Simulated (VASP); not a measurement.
MgB2H: single point with PBE

The system is MgB2H.

```
CELL_PARAMETERS angstrom
3.01173 0.00000 0.00000
-1.50586 2.60823 0.00000
0.00000 0.00000 4.26283
ATOMIC_POSITIONS crystal
Mg 0.00000 0.00000 0.50000
B 0.33333 0.66667 0.00000
B 0.66667 0.33333 0.00000
H 0.00000 0.00000 0.00000
```

```json
{
  "Program": "VASP 6.6.1",
  "Task": "single point",
  "Functional": "PBE",
  "Potentials or basis": "VASP PAW PBE potentials, release 64 (Mg, B, H)",
  "Cutoff": "520 eV",
  "k mesh": "18 × 18 × 12",
  "Occupations": "gaussian, width 0.1 eV",
  "Spin": "no spin polarisation",
  "Dipole correction": "no",
  "Further INCAR settings": "ALGO = Normal; EDIFF = 1e-07; NBANDS = 12"
}
```

The pressure is -0.2 GPa.

Stress tensor (GPa, compression positive):
```
-0.16  0.00  0.00
 0.00 -0.16  0.00
 0.00  0.00 -0.39
```

Levels at points of the mesh, in eV from the Fermi level:
```csv
k point,band 2,band 3,band 4,band 5,band 6,band 7,band 8,band 9
"(0.00, 0.00, 0.00)",-5.83,-3.35,-0.82,-0.82,4.06,4.73,4.73,8.61
"(0.50, 0.00, 0.00)",-9.70,-3.79,-1.87,0.19,0.40,1.42,3.10,8.88
"(0.00, 0.00, 0.50)",-8.43,-0.75,-0.75,2.92,3.22,4.78,4.78,7.08
"(0.50, 0.00, 0.50)",-9.40,-4.01,-3.74,-2.19,0.94,6.58,7.09,8.43
```

Run time: 25 s on 1 thread of Intel(R) Xeon(R) 6975P-C (Granite Rapids), on a shared host, peak memory 0.24 GiB.
